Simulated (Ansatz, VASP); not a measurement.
One calculation of Pt, two programs

File INCAR:

```
PREC = Accurate
ENCUT = 600
EDIFF = 1E-7
ISMEAR = 0
SIGMA = 0.1
LREAL = F
LASPH = T
NELM = 100
ALGO = Normal
ISIF = 3
LWAVE = F
LCHARG = F
GGA = PE
IBRION = 2
NSW = 90
EDIFFG = -0.04
```

The input KPOINTS:

```
Automatic mesh
0
Gamma
  6 6 4
```

Contents of POSCAR:

```
Pt
1.0
    1.5794096832     -5.0102119859      0.0000000000
    1.5794096832      5.0102119859      0.0000000000
    0.0000000000      0.0000000000      4.1799482854
Pt
4
Direct
    0.0980000000      0.9020000000      0.9100000000
    0.5980000000      0.4020000000      0.5900000000
    0.9020000000      0.0980000000      0.0900000000
    0.4020000000      0.5980000000      0.4100000000
```

Input for Ansatz:

```yaml
crystal:
  lattice:
    - [1.5794096832, -5.0102119859, 0.0]
    - [1.5794096832, 5.0102119859, 0.0]
    - [0.0, 0.0, 4.1799482854]
  atoms:
    - { symbol: Pt, position: [0.098, 0.902, 0.91] }
    - { symbol: Pt, position: [0.598, 0.402, 0.59] }
    - { symbol: Pt, position: [0.902, 0.098, 0.09] }
    - { symbol: Pt, position: [0.402, 0.598, 0.41] }
basis:
  ecutwfc: 420
kpoints:
  mp_grid: { grid: [6, 6, 4] }
hamiltonian:
  xc: pbe
scf:
  occupations: { method: gaussian, width: 0.1 }
  lower_state_search: "off"
output:
  forces: true
  stress: true
  eigenvalues: true
relax:
  adjacent_minimum: "off"
  f_tol: 0.04
  max_steps: 70
  cell: { stress_tol: 0.4 }
```

Alike in both runs: task relaxation of cell and atoms; functional PBE; k mesh 6 × 6 × 4; occupations gaussian, width 0.1 eV; no spin polarisation.

|  | VASP | Ansatz |
| --- | --- | --- |
| version | VASP 6.6.1 | Ansatz 0.2.0 |
| potentials or method | VASP PAW PBE potentials, release 64 (Pt), cutoff 600 eV | scalar-relativistic, plane waves, PAW |
| valence electrons in the cell | 40 | 72 |

|  | VASP | Ansatz | Ansatz less VASP |
| --- | --- | --- | --- |
| gap on the k mesh at the Fermi level, each at its own relaxed structure (eV) | none | none | - |
| relaxed volume (Å³/atom) | 16.24 | 16.27 | +0.025 |
| relaxed cell length with the largest relative difference (Å) | 4.744 | 4.748 | +0.0041 |

A gap of «none» marks a metal or a gap that the smearing closes. VASP's potentials hold 40 valence electrons a cell and Ansatz's 72, so a difference there can come from the potentials and not from the codes.

The k mesh is coarse, so the values compare programs but aren't converged. Spin-orbit coupling is off throughout. Noted on VASP's run: too few bands were computed for a metal, which touches its energy and stress.
